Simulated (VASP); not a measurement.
# SiC (P6_3mc) in VASP: further runs

SiC is run at these levels: PBE; tasks: single point.

All numbers are computed with VASP 6.6.1; they aren't measurements. Logs are shortened: lines on timing, memory, paths and dates and some standing lists are left out, and cuts for length are marked.

### 1 The cell of the first run

Symmetry: P6_3mc, No. 186, hexagonal system. Conventional cell: a = 3.215 Å, b = 3.215 Å, c = 5.480 Å, α = 90.00°, β = 90.00°, γ = 120.00°. Si (site symmetry 3m) has 4 C at 1.98 to 2.06 Å within 2.6 Å. C (site symmetry 3m) has 4 Si at 1.98 to 2.06 Å within 2.6 Å.

### 2 Single point, PBE (strain +0.040 along x and y, +0.080 along z)

Input file INCAR:

```
SYSTEM = SiC
PREC     = Accurate       ! precision mode
ENCUT    = 520            ! plane-wave cutoff, eV
EDIFF    = 1E-6           ! SCF threshold, eV
ISMEAR   = 0              ! smearing method
SIGMA    = 0.05           ! smearing width, eV
LREAL    = .FALSE.        ! projectors in reciprocal space
LASPH    = .TRUE.         ! aspherical terms in the spheres
NELM     = 100            ! most SCF steps
ALGO     = Normal         ! electronic algorithm
ISIF     = 2              ! what is computed and relaxed
LWAVE    = .FALSE.        ! write WAVECAR
LCHARG   = .TRUE.         ! write CHGCAR
GGA      = PE             ! functional
LELF     = .TRUE.         ! ELF
LVHAR    = .TRUE.       
NBANDS   = 16             ! bands
```

Input file KPOINTS:

```
regular mesh
0
G
  12 12 6
  0 0 0
```

Input file POSCAR:

```
SiC
1.0
    3.2154370636      0.0000000000      0.0000000000
   -1.6077185318      2.7846501814      0.0000000000
    0.0000000000      0.0000000000      5.4799428716
Si C
2 2
Direct
    0.3333333333      0.6666666667      0.0045635313
    0.6666666667      0.3333333333      0.5045635313
    0.3333333333      0.6666666667      0.3804364687
    0.6666666667      0.3333333333      0.8804364687
```

Potentials or basis: VASP PAW PBE potentials, release 64 (Si, C).

On the command line:

```bash
cat potpaw_PBE.64/Si/POTCAR potpaw_PBE.64/C/POTCAR > POTCAR
mpirun -np 1 vasp_std > vasp.out
```

OUTCAR:

```text
SYSTEM = SiC
   PREC = Accurate
   ENCUT = 520
   EDIFF = 1E-6
   ISMEAR = 0
   LREAL = .FALSE.
   LASPH = .TRUE.
   NELM = 100
   ISIF = 2
   GGA = PE

 ion  position               nearest neighbor table
   1  0.333  0.667  0.005-   4 1.98   4 1.98   4 1.98   3 2.06
   2  0.667  0.333  0.505-   3 1.98   3 1.98   3 1.98   4 2.06
   3  0.333  0.667  0.380-   2 1.98   2 1.98   2 1.98   1 2.06
   4  0.667  0.333  0.880-   1 1.98   1 1.98   1 1.98   2 2.06

  LATTYP: Found a hexagonal cell.
 ALAT       =     3.2154370636
 C/A-ratio  =     1.7042606536

  Lattice vectors:

 A1 = (   3.2154370636,   0.0000000000,   0.0000000000)
 A2 = (  -1.6077185318,   2.7846501814,   0.0000000000)
 A3 = (   0.0000000000,   0.0000000000,   5.4799428716)

Analysis of symmetry for initial positions (statically):
=====================================================================
 Subroutine PRICEL returns:
 Original cell was already a primitive cell.

 Routine SETGRP: Setting up the symmetry group for a
 hexagonal supercell.

 Subroutine GETGRP returns: Found 12 space group operations
 (whereof  6 operations were pure point group operations)
 out of a pool of 24 trial point group operations.

The static configuration has the point symmetry C_3v.
 The point group associated with its full space group is C_6v.

Analysis of symmetry for dynamics (positions and initial velocities):
=====================================================================
 Subroutine PRICEL returns:
 Original cell was already a primitive cell.

 Routine SETGRP: Setting up the symmetry group for a
 hexagonal supercell.

 Subroutine GETGRP returns: Found 12 space group operations
 (whereof  6 operations were pure point group operations)
 out of a pool of 24 trial point group operations.

The dynamic configuration has the point symmetry C_3v.
 The point group associated with its full space group is C_6v.

 Subroutine INISYM returns: Found 12 space group operations
 (whereof  6 operations are pure point group operations),
 and found     1 'primitive' translations

----------------------------------------------------------------------------------------

                                     Primitive cell

  volume of cell :      49.0667

  direct lattice vectors                    reciprocal lattice vectors
     3.215437064  0.000000000  0.000000000     0.310999712  0.179555767  0.000000000
[... 88 lines left out ...]
   ENCUT  =  520.0 eV  38.22 Ry    6.18 a.u.   5.98  5.98 10.19*2*pi/ulx,y,z
   NELM   =    100;   NELMIN=  2; NELMDL= -5     # of ELM steps
   EDIFF  = 0.1E-05   stopping-criterion for ELM
   LREAL  =      F    real-space projection
   EDIFFG = 0.1E-04   stopping-criterion for IOM
   NSW    =      0    number of steps for IOM
   IBRION =     -1    ionic relax: 0-MD 1-quasi-New 2-CG
   NFREE  =      0    steps in history (QN), initial steepest desc. (CG)
   ISIF   =      2    stress and relaxation
   ISYM   =      2    0-nonsym 1-usesym 2-fastsym
   POTIM  = 0.5000    time-step for ionic-motion
   TEBEG  =    0.0;   TEEND  =   0.0 temperature during run
   PSTRESS=    0.0 pullay stress
   NELECT =      16.0000    total number of electrons
   NUPDOWN=      -1.0000    fix difference up-down
   EMIN   =  10.00;   EMAX   =-10.00  energy-range for DOS
   EFERMI =   0.00;   METHOD = LEGACY
   ISMEAR =     0;   SIGMA  =   0.05  broadening in eV -4-tet -1-fermi 0-gaus
   EFERMI_NEDOS =   21; number of points for ismear=-14 and -15
   IALGO  =     38    algorithm
   IMIX   =      4    mixing-type and parameters
     AMIX     =   0.40;   BMIX     =  1.00
     AMIX_MAG =   1.60;   BMIX_MAG =  1.00
  volume/ion in A,a.u.               =      12.27        82.78
  Fermi-wavevector in a.u.,A,eV,Ry     =   1.126815  2.129371 17.275479  1.269712
  Thomas-Fermi vector in A             =   2.263498
   LORBIT       =      0    0 simple, 1 ext, 2 COOP (PROOUT), +10 PAW based schemes
   GGA     = PE    functional components
   LHFCALC =     F    Hartree Fock is set to
   AEXX    =    0.0000 exact exchange contribution
   IVDW    =     0    specifies the selected vdW correction
   LEPSILON=     F    determine dielectric tensor
   LRPA    =     F    only Hartree local field effects (RPA)
 non-spin polarized calculation
 Gauss-broadening in eV      SIGMA  =   0.05
  energy-cutoff  :      520.00
  volume of cell :       49.07
 maximum number of plane-waves:      1350
 NGX is ok and might be reduce to    24
   NGX = 11   NGY = 11   NGZ = 21

 number of electron      16.0000000 magnetization

 Free energy of the ion-electron system (eV)
  ---------------------------------------------------
  ext. energy  EPLUGINS =         0.00000000
  ---------------------------------------------------
  free energy    TOTEN  =       -29.45630540 eV

  energy without entropy =      -29.45630540  energy(sigma->0) =      -29.45630540

 E-fermi :   6.6915     XC(G=0): -10.6219

 val. band max:        6.4558303340   @ k =   0.0000   0.0000   0.0000
 cond. band min:       8.9042364512   @ k =   0.3333   0.3333   0.0000
 fundamental gap:      2.4484061172
 Fermi energy:         6.6915105716

 k-point     1 :       0.0000    0.0000    0.0000
  band No.  band energies     occupation
      1      -7.8435      2.00000
      2      -5.1419      2.00000
      3      -1.3647      2.00000
      4       5.3990      2.00000
      5       5.3990      2.00000
      6       6.2200      2.00000
[... 433 lines left out ...]
      3      -0.3811      2.00000
      4       1.4360      2.00000
      5       1.8371      2.00000
      6       4.0334      2.00000
[... 8 lines left out ...]
     15      16.0457      0.00000
     16      17.1240      0.00000

 [... further k-points ...]
[... 5 lines left out ...]
  --------------------------------------------------------------------------------------
  -------------------------------------------------------------------------------------
  Total       -6.0402361     -6.0402361     -9.8547638      0.0000000      0.0000000      0.0000000
  in kB     -197.2321944   -197.2321944   -321.7881978      0.0000000      0.0000000      0.0000000
  external PRESSURE =    -238.7508622 kB  Pullay stress =       0.0000000 kB

 VOLUME and BASIS-vectors are now :
 -----------------------------------------------------------------------------
  energy-cutoff  :      520.00
  volume of cell :       49.07
      direct lattice vectors                 reciprocal lattice vectors
     3.215437064  0.000000000  0.000000000     0.310999712  0.179555767  0.000000000
    -1.607718532  2.784650181  0.000000000     0.000000000  0.359111535  0.000000000
     0.000000000  0.000000000  5.479942872     0.000000000  0.000000000  0.182483654

 POSITION                                       TOTAL-FORCE (eV/Angst)
 -----------------------------------------------------------------------------------
     -0.00000      1.85643      0.02501        -0.000000     -0.000000     -0.036391
      1.60772      0.92822      2.76498        -0.000000      0.000000     -0.036391
     -0.00000      1.85643      2.08477        -0.000000      0.000000      0.036391
      1.60772      0.92822      4.82474         0.000000      0.000000      0.036391
 -----------------------------------------------------------------------------------
    total drift:                               -0.000000      0.000000      0.000179

  FREE ENERGIE OF THE ION-ELECTRON SYSTEM (eV)
  ---------------------------------------------------
  free  energy   TOTEN  =       -29.4563054031 eV

  energy  without entropy=      -29.4563054031  energy(sigma->0) =      -29.45630540
```

OSZICAR:

```text
N       E                     dE             d eps       ncg     rms          rms(c)
DAV:   1     0.264965596985E+02    0.26497E+02   -0.69500E+03  2432   0.881E+02
DAV:   2    -0.294717163182E+02   -0.55968E+02   -0.51017E+02  3520   0.151E+02
DAV:   3    -0.323250601092E+02   -0.28533E+01   -0.28404E+01  3224   0.317E+01
DAV:   4    -0.323510083876E+02   -0.25948E-01   -0.25941E-01  2904   0.368E+00
DAV:   5    -0.323513201675E+02   -0.31178E-03   -0.31177E-03  3136   0.386E-01    0.103E+01
DAV:   6    -0.294636670349E+02    0.28877E+01   -0.56675E+00  2992   0.143E+01    0.442E+00
DAV:   7    -0.294708003629E+02   -0.71333E-02   -0.77803E-01  3288   0.503E+00    0.217E+00
DAV:   8    -0.294569808032E+02    0.13820E-01   -0.33734E-02  2616   0.128E+00    0.544E-01
DAV:   9    -0.294558835523E+02    0.10973E-02   -0.62186E-03  3256   0.532E-01    0.134E-01
DAV:  10    -0.294562700670E+02   -0.38651E-03   -0.12625E-03  2888   0.199E-01    0.606E-02
DAV:  11    -0.294563039926E+02   -0.33926E-04   -0.13900E-04  2960   0.794E-02    0.137E-02
DAV:  12    -0.294563044748E+02   -0.48228E-06   -0.10481E-05  3080   0.213E-02    0.445E-03
DAV:  13    -0.294563054031E+02   -0.92830E-06   -0.12687E-06  2528   0.729E-03
   1 F= -.29456305E+02 E0= -.29456305E+02  d E =-.146455E-13
```

It took 66 s on 1 thread of Intel Xeon 8259CL, shared host; peak memory 0.19 GiB.

Results:

```
Free energy            : -29.4563 eV
Pressure               : -23.9 GPa
Largest force          : 0.036 eV/Å
Band gap on the k mesh : 2.45 eV (least direct gap 3.88 eV)
```

Forces in eV/Å, atoms in the order of the input:
```
Si   0.000  0.000 -0.036
Si   0.000  0.000 -0.036
C    0.000  0.000  0.036
C    0.000  0.000  0.036
```

Caveat: the cell differs from its parent crystal (strain +0.040 along x and y, +0.080 along z); the cell stands under tension.

(Part 1 of 2 ends here.)
